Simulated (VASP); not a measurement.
Wanted: the native input for a VASP 6.6.1 run.

```yaml
Task: single point
Functional: r2SCAN
Potentials_or_basis: VASP PAW PBE potentials, release 64 (Pb_d, S)
Cutoff: 520 eV
k_mesh: 4 × 6 × 4
Occupations: gaussian, width 0.01 eV
Spin: no spin polarisation
Dipole_correction: no
Further_INCAR_settings: ALGO = Normal; EDIFF = 1e-06; NBANDS = 50
```

Crystal: PbS.

```
CELL_PARAMETERS angstrom
5.86701 0.00000 0.22369
0.00000 3.97925 0.00000
-0.25037 0.00000 9.97478
ATOMIC_POSITIONS crystal
Pb 0.73768 0.25000 0.61843
Pb 0.26232 0.75000 0.38157
Pb 0.26038 0.25000 0.89349
Pb 0.73962 0.75000 0.10651
S 0.74713 0.25000 0.91657
S 0.25287 0.75000 0.08343
S 0.43355 0.75000 0.65434
S 0.56645 0.25000 0.34566
```

One way to write it, as run:

POSCAR

```
PbS
1.0
    5.8670136084      0.0000000000      0.2236883127
    0.0000000000      3.9792467357      0.0000000000
   -0.2503671076      0.0000000000      9.9747783827
Pb S
4 4
Direct
    0.7376751410      0.2500000000      0.6184295417
    0.2623248590      0.7500000000      0.3815704583
    0.2603830543      0.2500000000      0.8934940994
    0.7396169457      0.7500000000      0.1065059006
    0.7471270842      0.2500000000      0.9165719888
    0.2528729158      0.7500000000      0.0834280112
    0.4335533169      0.7500000000      0.6543354510
    0.5664466831      0.2500000000      0.3456645490
```

INCAR.step1

```
ALGO = Normal
EDIFF = 1E-4
ENCUT = 520
GGA = PE
ISMEAR = 0
LASPH = True
LCHARG = False
LREAL = False
LWAVE = True
NBANDS = 50
NELM = 80
PREC = Accurate
SIGMA = 0.01
```

INCAR.step2

```
ALGO = Normal
EDIFF = 1E-6
ENCUT = 520
ISIF = 2
ISMEAR = 0
ISTART = 1
LASPH = True
LCHARG = True
LELF = True
LMIXTAU = True
LREAL = False
LVHAR = True
LWAVE = False
METAGGA = R2SCAN
NBANDS = 50
NELM = 80
PREC = Accurate
SIGMA = 0.01
```

KPOINTS

```
k-points
0
Gamma
  4 6 4
```

Potentials or basis: VASP PAW PBE potentials, release 64 (Pb_d, S).

The run is started by

```sh
$ cat potpaw_PBE.64/Pb_d/POTCAR potpaw_PBE.64/S/POTCAR > POTCAR
$ cp INCAR.step1 INCAR
$ mpirun -np 1 vasp_std > vasp.out
$ cp INCAR.step2 INCAR
$ mpirun -np 1 vasp_std > vasp.out
```

It gave:

- Pressure: 0.9 GPa
- Largest force: 0.021 eV/Å
- Band gap on the k mesh: 1.16 eV (least direct gap 1.27 eV)

Caveat: the PAW data sets were made with another functional, which shifts forces and pressure a little; spin-orbit coupling is left out, which moves the levels of the heavy elements.

Run time: 12 min on 1 thread of Intel(R) Xeon(R) 6975P-C (Granite Rapids), on a shared host, peak memory 0.58 GiB.
